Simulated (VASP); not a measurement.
Set up this calculation in VASP 6.6.1, as the native input.

```yaml
Task: single point
Functional: PBE
Potentials_or_basis: VASP PAW PBE potentials, release 64 (Cs_sv, I)
Cutoff: 500 eV
k_mesh: 4 × 4 × 4
Occupations: gaussian, width 0.01 eV
Spin: no spin polarisation
Dipole_correction: no
Further_INCAR_settings: ALGO = Normal; EDIFF = 1e-06; NBANDS = 15
```

The structure of CsI lies in POSCAR:

```
CsI
1.0
    4.5667000000      0.0000000000      0.0000000000
    0.0000000000      4.5667000000      0.0000000000
    0.0000000000      0.0000000000      4.5667000000
Cs I
1 1
Direct
    0.0000000000      0.0000000000      0.0000000000
    0.5000000000      0.5000000000      0.5100000000
```

These files were run (other wordings do the same):

INCAR

```
  PREC = Accurate
  ENCUT = 500
  EDIFF = 1E-6
  ISMEAR = 0
  SIGMA = 0.01
  LREAL = F
  LASPH = T
  NELM = 120
  ALGO = Normal
  ISIF = 2
  LWAVE = F
  LCHARG = T
  GGA = PE
  LELF = T
  LVHAR = T
  NBANDS = 15
  GGA_COMPAT = F
```

KPOINTS

```
regular mesh
0
Gamma
  4 4 4
```

Potentials or basis: VASP PAW PBE potentials, release 64 (Cs_sv, I).

The run is started by

```bash
$ cat potpaw_PBE.64/Cs_sv/POTCAR potpaw_PBE.64/I/POTCAR > POTCAR
$ mpirun -np 1 vasp_std > vasp.out
```

Results of the run:

```
Pressure               : 0.8 GPa
Largest force          : 0.036 eV/Å
Band gap on the k mesh : 3.87 eV (least direct gap 3.96 eV)
```

Caveat: spin-orbit coupling is left out, which moves the levels of the heavy elements.

Wall time 37 s on 1 thread of Intel Xeon 8259CL, on a shared host, peak memory 0.21 GiB.
